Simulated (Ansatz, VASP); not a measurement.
# Mn in VASP and in Ansatz

Contents of INCAR:

```
PREC = Accurate
ENCUT = 520
EDIFF = 1E-6
ISMEAR = -1
SIGMA = 0.05
LREAL = F
LASPH = T
NELM = 150
ALGO = Normal
ISIF = 2
LWAVE = F
LCHARG = F
ISPIN = 2
MAGMOM = 5 5
LORBIT = 11
NUPDOWN = 10.0
LMAXMIX = 4
GGA = PE
NBANDS = 24
```

File KPOINTS:

```
Automatic mesh
0
Gamma
  10 10 6
```

The input POSCAR:

```
Mn
1.0
    2.4836457705      0.0000000000      0.0000000000
   -1.2418228853      2.1509003313      0.0000000000
    0.0000000000      0.0000000000      4.0261950000
Mn
2
Direct
    0.3333333333      0.6666666667      0.2500000000
    0.6666666667      0.3333333333      0.7500000000
```

Contents of input.yaml:

```yaml
crystal:
  lattice:
    - [2.4836457705, 0.0, 0.0]
    - [-1.2418228853, 2.1509003313, 0.0]
    - [0.0, 0.0, 4.026195]
  atoms:
    - { symbol: Mn, position: [0.3333333333, 0.6666666667, 0.25], spin: 5.0 }
    - { symbol: Mn, position: [0.6666666667, 0.3333333333, 0.75], spin: 5.0 }
hamiltonian:
  xc: pbe
  pseudopotentials: { kind: paw }
magnetization:
  spin_polarized: true
  initial_magnetization: 10.0
  spin_locking: { lock_magnetization: hard }
kpoints:
  mp_grid: { grid: [10, 10, 6] }
scf:
  occupations: { method: fermi_dirac, width: 0.05 }
  lower_state_search: "off"
output:
  forces: true
  stress: true
  eigenvalues: true
  write_density: true
  write_potential: true
  elf: true
  volumetric_format: npy
```

Alike in both runs: task single point; functional PBE; k mesh 10 × 10 × 6; occupations fermi-dirac, width 0.05 eV; collinear spin; fixed moment 10 μB.

|  | VASP | Ansatz |
| --- | --- | --- |
| version | VASP 6.6.1 | Ansatz 0.2.0 |
| potentials or method | VASP PAW PBE potentials, release 64 (Mn_pv) | Ansatz PAW |
| plane-wave cutoff (eV) | 520 | 420 |
| valence electrons in the cell | 26 | 30 |

Ansatz gave:

* net moment per atom (μB): 5.00
* size of the moment on the site where the two differ most (μB): 4.36

Question: Estimate VASP's values.

Answer: net moment per atom (μB): 5.00; size of the moment on the site where the two differ most (μB): 4.61.

Site moments also hang on the region over which each program counts them. The functional is the same, so the differences come from potentials, cutoffs and numerics. VASP's potentials hold 26 valence electrons a cell and Ansatz's 30, so a difference there can come from the potentials and not from the codes.
